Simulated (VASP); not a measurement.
**Ti3O: single point with PBEsol**

Crystal: Ti3O.

```
Ti O
1.0
     4.82352    0.00000    0.00000
    -2.41176    4.17729    0.00000
     0.00000    0.00000    4.70290
Ti O
6 2
Direct
  0.00000 0.66397 0.75000
  0.00000 0.33603 0.25000
  0.66397 0.00000 0.75000
  0.66397 0.66397 0.25000
  0.33603 0.33603 0.75000
  0.33603 0.00000 0.25000
  0.00000 0.00000 0.50000
  0.00000 0.00000 0.00000
```

This cell differs from its parent crystal: volume scaled by 0.88, then relaxed in part.

```yaml
Program: VASP 6.6.1
Task: single point
Functional: PBEsol
Potentials_or_basis: VASP PAW PBE potentials, release 64 (Ti_sv, O)
Cutoff: 520 eV
k_mesh: 12 × 12 × 8
Occupations: gaussian, width 0.1 eV
Spin: no spin polarisation
```

```
Pressure               : 25.4 GPa
Largest force          : 0.080 eV/Å
Band gap on the k mesh : zero (band 42 reaches 11.11 eV, above the bottom of band 43 at 10.39 eV)
```

Forces on the atoms (eV/Å):
```
Ti   0.040 -0.070  0.000
Ti  -0.040  0.070  0.000
Ti  -0.080  0.000  0.000
Ti  -0.040 -0.070  0.000
Ti   0.040  0.070  0.000
Ti   0.080  0.000  0.000
O    0.000  0.000  0.000
O    0.000  0.000  0.000
```

Stress tensor (GPa, compression positive):
```
25.28  0.00  0.00
 0.00 25.28  0.00
 0.00  0.00 25.51
```

Levels at points of the mesh, in eV from the Fermi level:
| k point | band 39 | band 40 | band 41 | band 42 | band 43 | band 44 | band 45 | band 46 |
| --- | --- | --- | --- | --- | --- | --- | --- | --- |
| (0.00, 0.00, 0.00) | -0.80 | -0.75 | -0.75 | -0.21 | -0.21 | -0.03 | 0.90 | 0.90 |
| (0.50, 0.00, 0.00) | -1.56 | -0.85 | -0.82 | 0.25 | 0.30 | 0.80 | 0.83 | 0.92 |
| (0.00, 0.00, 0.50) | -0.96 | -0.96 | -0.37 | -0.37 | -0.01 | -0.01 | -0.01 | -0.01 |
| (0.50, 0.00, 0.50) | -0.93 | -0.93 | -0.85 | -0.85 | 0.14 | 0.14 | 0.39 | 0.39 |

Wall time 4.6 min on 1 thread of Intel(R) Xeon(R) 6975P-C (Granite Rapids), with other jobs on the host, peak memory 0.43 GiB.

Caveat: the PAW data sets were made with another functional, which shifts forces and pressure a little.
